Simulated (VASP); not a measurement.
# SnO2 (Pnnm) in VASP: further runs

SnO2 is run at these levels: LDA; tasks: single point.

Everything below comes from runs of VASP 6.6.1. Logs are shortened: lines on timing, memory, paths and dates and some standing lists are left out, and cuts for length are marked.

### 1 The cell of the first run

The typed cell holds 6 atoms: a = 4.830 Å, b = 4.831 Å, c = 3.263 Å, α = 90.00°, β = 90.00°, γ = 90.00°.

### 2 Single point, LDA

The input, INCAR:

```
SYSTEM = SnO2
PREC = Accurate
ENCUT = 520
EDIFF = 1E-6
ISMEAR = 0
SIGMA = 0.05
LREAL = .FALSE.
LASPH = .TRUE.
NELM = 80
ALGO = Normal
ISIF = 2
LWAVE = .FALSE.
LCHARG = .TRUE.
LELF = .TRUE.
LVHAR = .TRUE.
NBANDS = 35
```

The input, KPOINTS:

```
Automatic mesh
0
G
  6 6 8
  0 0 0
```

The input, POSCAR:

```
SnO2
1.0
    4.8299657324      0.0000000000      0.0000000000
    0.0000000000      4.8305590713      0.0000000000
    0.0000000000      0.0000000000      3.2631512253
Sn O
2 4
Direct
    0.5000000000      0.5000000000      0.5000000000
    0.0000000000      0.0000000000      0.0000000000
    0.3059833077      0.3061758397      0.0000000000
    0.8059833077      0.1938241603      0.5000000000
    0.1940166923      0.8061758397      0.5000000000
    0.6940166923      0.6938241603      0.0000000000
```

Potentials or basis: VASP PAW LDA potentials, release 64 (Sn_d, O).

Command:

```console
$ cat potpaw_LDA.64/Sn_d/POTCAR potpaw_LDA.64/O/POTCAR > POTCAR
$ mpirun -np 1 vasp_std > vasp.out
```

OUTCAR:

```text
SYSTEM = SnO2
   PREC = Accurate
   ENCUT = 520
   EDIFF = 1E-6
   ISMEAR = 0
   LREAL = .FALSE.
   LASPH = .TRUE.
   NELM = 80
   ISIF = 2

 ion  position               nearest neighbor table
   1  0.500  0.500  0.500-   5 2.09   4 2.09   6 2.10   6 2.10   3 2.10   3 2.10
   2  0.000  0.000  0.000-   3 2.09   6 2.09   4 2.10   4 2.10   5 2.10   5 2.10
   3  0.306  0.306  0.000-   2 2.09   1 2.10   1 2.10
   4  0.806  0.194  0.500-   1 2.09   2 2.10   2 2.10
   5  0.194  0.806  0.500-   1 2.09   2 2.10   2 2.10
   6  0.694  0.694  0.000-   2 2.09   1 2.10   1 2.10

  LATTYP: Found a simple orthorhombic cell.
 ALAT       =     3.2631512253
 B/A-ratio  =     1.4801538142
 C/A-ratio  =     1.4803356442

  Lattice vectors:

 A1 = (   0.0000000000,   0.0000000000,   3.2631512253)
 A2 = (   4.8299657324,   0.0000000000,   0.0000000000)
 A3 = (   0.0000000000,   4.8305590713,   0.0000000000)

Analysis of symmetry for initial positions (statically):
=====================================================================
 Subroutine PRICEL returns:
 Original cell was already a primitive cell.

 Routine SETGRP: Setting up the symmetry group for a
 simple orthorhombic supercell.

 Subroutine GETGRP returns: Found  8 space group operations
 (whereof  4 operations were pure point group operations)
 out of a pool of  8 trial point group operations.

The static configuration has the point symmetry C_2h.
 The point group associated with its full space group is D_2h.

Analysis of symmetry for dynamics (positions and initial velocities):
=====================================================================
 Subroutine PRICEL returns:
 Original cell was already a primitive cell.

 Routine SETGRP: Setting up the symmetry group for a
 simple orthorhombic supercell.

 Subroutine GETGRP returns: Found  8 space group operations
 (whereof  4 operations were pure point group operations)
 out of a pool of  8 trial point group operations.

The dynamic configuration has the point symmetry C_2h.
 The point group associated with its full space group is D_2h.

 Subroutine INISYM returns: Found  8 space group operations
 (whereof  4 operations are pure point group operations),
 and found     1 'primitive' translations

----------------------------------------------------------------------------------------

                                     Primitive cell
[... 95 lines left out ...]
   LSORBIT =      F    spin-orbit coupling
   LASPH  =      T    aspherical Exc in radial PAW
   ENCUT  =  520.0 eV  38.22 Ry    6.18 a.u.   8.98  8.98  6.07*2*pi/ulx,y,z
   NELM   =     80;   NELMIN=  2; NELMDL= -5     # of ELM steps
   EDIFF  = 0.1E-05   stopping-criterion for ELM
   LREAL  =      F    real-space projection
   EDIFFG = 0.1E-04   stopping-criterion for IOM
   NSW    =      0    number of steps for IOM
   IBRION =     -1    ionic relax: 0-MD 1-quasi-New 2-CG
   NFREE  =      0    steps in history (QN), initial steepest desc. (CG)
   ISIF   =      2    stress and relaxation
   ISYM   =      2    0-nonsym 1-usesym 2-fastsym
   POTIM  = 0.5000    time-step for ionic-motion
   TEBEG  =    0.0;   TEEND  =   0.0 temperature during run
   PSTRESS=    0.0 pullay stress
   NELECT =      52.0000    total number of electrons
   NUPDOWN=      -1.0000    fix difference up-down
   EMIN   =  10.00;   EMAX   =-10.00  energy-range for DOS
   EFERMI =   0.00;   METHOD = LEGACY
   ISMEAR =     0;   SIGMA  =   0.05  broadening in eV -4-tet -1-fermi 0-gaus
   EFERMI_NEDOS =   21; number of points for ismear=-14 and -15
   IALGO  =     38    algorithm
   IMIX   =      4    mixing-type and parameters
     AMIX     =   0.40;   BMIX     =  1.00
     AMIX_MAG =   1.60;   BMIX_MAG =  1.00
  volume/ion in A,a.u.               =      12.69        85.63
  Fermi-wavevector in a.u.,A,eV,Ry     =   1.441727  2.724469 28.280758  2.078577
  Thomas-Fermi vector in A             =   2.560327
   LORBIT       =      0    0 simple, 1 ext, 2 COOP (PROOUT), +10 PAW based schemes
   GGA     = CA    functional components
   LHFCALC =     F    Hartree Fock is set to
   AEXX    =    0.0000 exact exchange contribution
   IVDW    =     0    specifies the selected vdW correction
   LEPSILON=     F    determine dielectric tensor
   LRPA    =     F    only Hartree local field effects (RPA)
 non-spin polarized calculation
 Gauss-broadening in eV      SIGMA  =   0.05
  energy-cutoff  :      520.00
  volume of cell :       76.13
 maximum number of plane-waves:      2080
 NGX is ok and might be reduce to    36
   NGX = 17   NGY = 17   NGZ = 13

 number of electron      51.9999990 magnetization

 Free energy of the ion-electron system (eV)
  ---------------------------------------------------
  ext. energy  EPLUGINS =         0.00000000
  ---------------------------------------------------
  free energy    TOTEN  =       -42.10943080 eV

  energy without entropy =      -42.10943080  energy(sigma->0) =      -42.10943080

 E-fermi :   5.3715     XC(G=0): -11.4795

 val. band max:        5.1498416161   @ k =   0.0000   0.0000   0.0000
 cond. band min:       5.5809102605   @ k =   0.0000   0.0000   0.0000
 fundamental gap:      0.4310686444
 Fermi energy:         5.3714567754

 k-point     1 :       0.0000    0.0000    0.0000
  band No.  band energies     occupation
      1     -15.7700      2.00000
      2     -15.1399      2.00000
      3     -14.9620      2.00000
      4     -14.9401      2.00000
      5     -14.9401      2.00000
      6     -14.8729      2.00000
[... 901 lines left out ...]
     34      16.6667      0.00000
     35      16.9730      0.00000

 [... further k-points ...]
[... 5 lines left out ...]
  --------------------------------------------------------------------------------------
  -------------------------------------------------------------------------------------
  Total       -5.0338924     -5.0349429     -6.5138410      0.0000000      0.0000000      0.0000000
  in kB     -105.9341204   -105.9562277   -137.0784196      0.0000000      0.0000000      0.0000000
  external PRESSURE =    -116.3229226 kB  Pullay stress =       0.0000000 kB

 VOLUME and BASIS-vectors are now :
 -----------------------------------------------------------------------------
  energy-cutoff  :      520.00
  volume of cell :       76.13
      direct lattice vectors                 reciprocal lattice vectors
     4.829965732  0.000000000  0.000000000     0.207040806  0.000000000  0.000000000
     0.000000000  4.830559071  0.000000000     0.000000000  0.207015375  0.000000000
     0.000000000  0.000000000  3.263151225     0.000000000  0.000000000  0.306452239

 POSITION                                       TOTAL-FORCE (eV/Angst)
 -----------------------------------------------------------------------------------
      2.41498      2.41528      1.63158         0.000000      0.000000      0.000000
      0.00000      0.00000      0.00000         0.000000      0.000000      0.000000
      1.47789      1.47900      0.00000         0.133935      0.132936      0.000000
      3.89287      0.93628      1.63158         0.133935     -0.132936      0.000000
      0.93709      3.89428      1.63158        -0.133935      0.132936      0.000000
      3.35208      3.35156      0.00000        -0.133935     -0.132936      0.000000
 -----------------------------------------------------------------------------------
    total drift:                                0.000000     -0.000000      0.000000

  FREE ENERGIE OF THE ION-ELECTRON SYSTEM (eV)
  ---------------------------------------------------
  free  energy   TOTEN  =       -42.1094307957 eV

  energy  without entropy=      -42.1094307956  energy(sigma->0) =      -42.10943080
```

stdout:

```text
POSCAR found type information on POSCAR SnO
 POSCAR found :  2 types and       6 ions
 scaLAPACK will be used
 LDA part: xc-table for (Slater(with rela. corr.)+CA(PZ))
 , standard interpolation
 POSCAR, INCAR and KPOINTS ok, starting setup
 FFT: planning ... GRIDC
 FFT: planning ... GRID_SOFT
 FFT: planning ... GRID
 WAVECAR not read
 entering main loop
```

Wall time 89 s (1 thread of AMD EPYC 9R45 (Zen 5), shared host); peak memory 0.24 GiB.

What came out:

```
Free energy            : -42.1094 eV
Pressure               : -11.6 GPa
Largest force          : 0.189 eV/Å
Band gap on the k mesh : 0.43 eV, direct
```

Forces in eV/Å, atoms in the order of the input:
```
Sn   0.000  0.000  0.000
Sn   0.000  0.000  0.000
O    0.134  0.133  0.000
O    0.134 -0.133  0.000
O   -0.134  0.133  0.000
O   -0.134 -0.133  0.000
```

Caveat: spin-orbit coupling is left out, which moves the levels of the heavy elements.

### 3 Single point, LDA

The input, INCAR:

```
SYSTEM = SnO2
PREC = Accurate
ENCUT = 520
EDIFF = 1E-7
ISMEAR = 0
SIGMA = 0.05
LREAL = .False.
LASPH = .True.
NELM = 80
ALGO = Normal
ISIF = 2
LWAVE = .False.
LCHARG = .False.
NBANDS = 35
```

The input, KPOINTS:

```
Automatic mesh
0
Gamma
  6 6 8
  0 0 0
```

The input, POSCAR:

```
SnO2
1.0
    4.8299657324      0.0000000000      0.0000000000
    0.0000000000      4.8305590713      0.0000000000
    0.0000000000      0.0000000000      3.2631512253
Sn O
2 4
Direct
    0.5000000000      0.5000000000      0.5000000000
    0.0000000000      0.0000000000      0.0000000000
    0.3059833077      0.2932176170      0.0000000000
    0.8059833077      0.2067823830      0.5000000000
    0.1940166923      0.7932176170      0.5000000000
    0.6940166923      0.7067823830      0.0000000000
```

Potentials or basis: VASP PAW LDA potentials, release 64 (Sn_d, O).

Command:

```console
$ cat potpaw_LDA.64/Sn_d/POTCAR potpaw_LDA.64/O/POTCAR > POTCAR
$ mpirun -np 1 vasp_std > vasp.out
```

Run time: 98 s. Hardware: 1 thread of AMD EPYC 9R45 (Zen 5), shared host; peak memory 0.24 GiB.

Results (log left out):

```yaml
Free_energy: -42.0009 eV
Pressure: -12.3 GPa
Largest_force: 0.975 eV/Å
Band_gap_on_the_k_mesh: 0.35 eV, direct
```

Forces in eV/Å, atoms in the order of the input:
```
Sn   0.000  0.000  0.000
Sn   0.000  0.000  0.000
O    0.648  0.728  0.000
O    0.648 -0.728  0.000
O   -0.648  0.728  0.000
O   -0.648 -0.728  0.000
```

Stress tensor (GPa, compression positive):
```
-10.54   0.00   0.00
  0.00 -11.65   0.00
  0.00   0.00 -14.61
```

Levels at points of the mesh, in eV from the valence-band top:
| k point | band 23 | band 24 | band 25 | band 26 | band 27 | band 28 | band 29 | band 30 |
| --- | --- | --- | --- | --- | --- | --- | --- | --- |
| (0.00, 0.00, 0.00) | -1.28 | -0.75 | -0.71 | 0.00 | 0.35 | 5.59 | 5.66 | 5.68 |
| (0.50, 0.00, 0.00) | -1.24 | -1.24 | -0.59 | -0.59 | 3.70 | 3.70 | 6.67 | 6.67 |
| (0.00, 0.50, 0.00) | -1.23 | -1.23 | -0.52 | -0.52 | 3.63 | 3.63 | 6.47 | 6.47 |
| (0.50, 0.50, 0.00) | -1.38 | -1.38 | -0.83 | -0.83 | 4.17 | 4.17 | 6.92 | 6.92 |
| (0.00, 0.00, 0.50) | -1.56 | -1.56 | -1.14 | -1.14 | 5.17 | 5.17 | 8.88 | 8.88 |
| (0.50, 0.00, 0.50) | -1.04 | -1.04 | -0.72 | -0.72 | 5.41 | 5.41 | 7.22 | 7.22 |
| (0.00, 0.50, 0.50) | -0.96 | -0.96 | -0.80 | -0.80 | 5.45 | 5.45 | 7.29 | 7.29 |
| (0.50, 0.50, 0.50) | -0.83 | -0.83 | -0.74 | -0.74 | 3.72 | 3.72 | 8.53 | 8.53 |

Caveat: spin-orbit coupling is left out, which moves the levels of the heavy elements.

### 4 Single point, LDA

The input, INCAR:

```
  PREC = Accurate
  ENCUT = 520
  EDIFF = 1E-7
  ISMEAR = 0
  SIGMA = 0.05
  LREAL = F
  LASPH = T
  NELM = 80
  ALGO = Normal
  ISIF = 2
  LWAVE = F
  LCHARG = F
  GGA = CA
  NBANDS = 35
```

The input, KPOINTS:

```
Automatic mesh
0
Gamma
  6 6 8
```

The input, POSCAR:

```
SnO2
1.0
    4.8299657324      0.0000000000      0.0000000000
    0.0000000000      4.8305590713      0.0000000000
    0.0000000000      0.0000000000      3.2631512253
Sn O
2 4
Direct
    0.5000000000      0.5000000000      0.5000000000
    0.0000000000      0.0000000000      0.0000000000
    0.3059833077      0.3191552360      0.0000000000
    0.8059833077      0.1808447640      0.5000000000
    0.1940166923      0.8191552360      0.5000000000
    0.6940166923      0.6808447640      0.0000000000
```

Potentials or basis: VASP PAW LDA potentials, release 64 (Sn_d, O).

Command:

```console
$ cat potpaw_LDA.64/Sn_d/POTCAR potpaw_LDA.64/O/POTCAR > POTCAR
$ mpirun -np 1 vasp_std > vasp.out
```

OUTCAR:

```text
PREC = Accurate
   ENCUT = 520
   EDIFF = 1E-7
   ISMEAR = 0
   LREAL = F
   LASPH = T
   NELM = 80
   ISIF = 2
   GGA = CA

 ion  position               nearest neighbor table
   1  0.500  0.500  0.500-   6 2.07   6 2.07   3 2.07   3 2.07   5 2.14   4 2.14
   2  0.000  0.000  0.000-   4 2.07   4 2.07   5 2.07   5 2.07   3 2.14   6 2.14
   3  0.306  0.319  0.000-   1 2.07   1 2.07   2 2.14
   4  0.806  0.181  0.500-   2 2.07   2 2.07   1 2.14
   5  0.194  0.819  0.500-   2 2.07   2 2.07   1 2.14
   6  0.694  0.681  0.000-   1 2.07   1 2.07   2 2.14

  LATTYP: Found a simple orthorhombic cell.
[... 1121 lines left out ...]
  -------------------------------------------------------------------------------------
  Total       -4.3791072     -4.4303891     -5.6729039     -0.0000000      0.0000000      0.0000000
  in kB      -92.1547054    -93.2338901   -119.3815915     -0.0000000      0.0000000      0.0000000
  external PRESSURE =    -101.5900623 kB  Pullay stress =       0.0000000 kB

 VOLUME and BASIS-vectors are now :
 -----------------------------------------------------------------------------
  energy-cutoff  :      520.00
  volume of cell :       76.13
      direct lattice vectors                 reciprocal lattice vectors
     4.829965732  0.000000000  0.000000000     0.207040806  0.000000000  0.000000000
     0.000000000  4.830559071  0.000000000     0.000000000  0.207015375  0.000000000
     0.000000000  0.000000000  3.263151225     0.000000000  0.000000000  0.306452239

 POSITION                                       TOTAL-FORCE (eV/Angst)
 -----------------------------------------------------------------------------------
      2.41498      2.41528      1.63158         0.000000      0.000000      0.000000
      0.00000      0.00000      0.00000         0.000000      0.000000      0.000000
      1.47789      1.54170      0.00000        -0.432494     -0.493852     -0.000000
      3.89287      0.87358      1.63158        -0.432494      0.493852     -0.000000
      0.93709      3.95698      1.63158         0.432494     -0.493852      0.000000
      3.35208      3.28886      0.00000         0.432494      0.493852      0.000000
 -----------------------------------------------------------------------------------
    total drift:                                0.000000     -0.000000      0.000000

  FREE ENERGIE OF THE ION-ELECTRON SYSTEM (eV)
  ---------------------------------------------------
  free  energy   TOTEN  =       -42.0646599229 eV

  energy  without entropy=      -42.0646599229  energy(sigma->0) =      -42.06465992
```

OSZICAR:

```text
N       E                     dE             d eps       ncg     rms          rms(c)
DAV:   1     0.629721458074E+03    0.62972E+03   -0.25484E+04  6132   0.228E+03
DAV:   2     0.538799443622E+02   -0.57584E+03   -0.54245E+03  6040   0.601E+02
DAV:   3    -0.427933305714E+02   -0.96673E+02   -0.94436E+02  6061   0.207E+02
DAV:   4    -0.479763886709E+02   -0.51831E+01   -0.51423E+01  7117   0.517E+01
DAV:   5    -0.481127494405E+02   -0.13636E+00   -0.13615E+00  6934   0.889E+00    0.153E+01
DAV:   6    -0.421566289292E+02    0.59561E+01   -0.17067E+01  8940   0.652E+01    0.616E+00
DAV:   7    -0.421621295264E+02   -0.55006E-02   -0.19367E+00  6317   0.790E+00    0.312E+00
DAV:   8    -0.420796710019E+02    0.82459E-01   -0.24725E-01  8146   0.389E+00    0.721E-01
DAV:   9    -0.420644212555E+02    0.15250E-01   -0.32148E-02  8712   0.272E+00    0.119E-01
DAV:  10    -0.420646599403E+02   -0.23868E-03   -0.39719E-03  7632   0.572E-01    0.586E-02
DAV:  11    -0.420646604420E+02   -0.50169E-06   -0.19304E-04  9154   0.167E-01    0.274E-02
DAV:  12    -0.420646622559E+02   -0.18139E-05   -0.15997E-05  6285   0.250E-02    0.180E-02
DAV:  13    -0.420646598537E+02    0.24022E-05   -0.87857E-06  7564   0.288E-02    0.638E-04
DAV:  14    -0.420646599229E+02   -0.69202E-07   -0.70148E-07  6320   0.526E-03
   1 F= -.42064660E+02 E0= -.42064660E+02  d E =-.761947E-14
```

stdout:

```text
POSCAR found type information on POSCAR SnO
 POSCAR found :  2 types and       6 ions
 scaLAPACK will be used
 LDA part: xc-table for (Slater(with rela. corr.)+CA(PZ))
 , standard interpolation
 POSCAR, INCAR and KPOINTS ok, starting setup
 FFT: planning ... GRIDC
 FFT: planning ... GRID_SOFT
 FFT: planning ... GRID
 WAVECAR not read
 entering main loop
```

Run time: 96 s. Hardware: 1 thread of AMD EPYC 9R45 (Zen 5), shared host; peak memory 0.24 GiB.

What came out:

```yaml
Free_energy: -42.0647 eV
Pressure: -10.2 GPa
Largest_force: 0.656 eV/Å
Band_gap_on_the_k_mesh: 0.59 eV, direct
```

Forces in eV/Å, atoms in the order of the input:
```
Sn   0.000  0.000  0.000
Sn   0.000  0.000  0.000
O   -0.432 -0.494  0.000
O   -0.432  0.494  0.000
O    0.432 -0.494  0.000
O    0.432  0.494  0.000
```

Caveat: spin-orbit coupling is left out, which moves the levels of the heavy elements.
